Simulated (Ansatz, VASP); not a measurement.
## One calculation of W, two programs

```
CELL_PARAMETERS angstrom
2.61426 0.00000 0.00000
0.00000 2.61426 0.00000
0.00000 0.00000 2.61426
ATOMIC_POSITIONS crystal
W 0.00000 0.00000 0.00000
```

Alike in both runs: task single point; functional RPBE; k mesh 13 × 13 × 13; occupations fermi-dirac, width 0.1 eV; no spin polarisation.

|  | VASP | Ansatz |
| --- | --- | --- |
| version | VASP 6.6.1 | Ansatz 0.2.0 |
| potentials or method | VASP PAW PBE potentials, release 64 (W_sv), cutoff 520 eV | plane waves (420 eV) with PAW, scalar-relativistic |
| valence electrons in the cell | 14 | 14 |

|  | VASP | Ansatz | Ansatz less VASP |
| --- | --- | --- | --- |
| pressure (GPa) | 9.1 | 8.5 | -0.67 |

VASP's potentials were made for PBE, not for RPBE. With one functional, cell and mesh, what is left measures potentials, basis and numerics.

Spin-orbit coupling is off throughout.
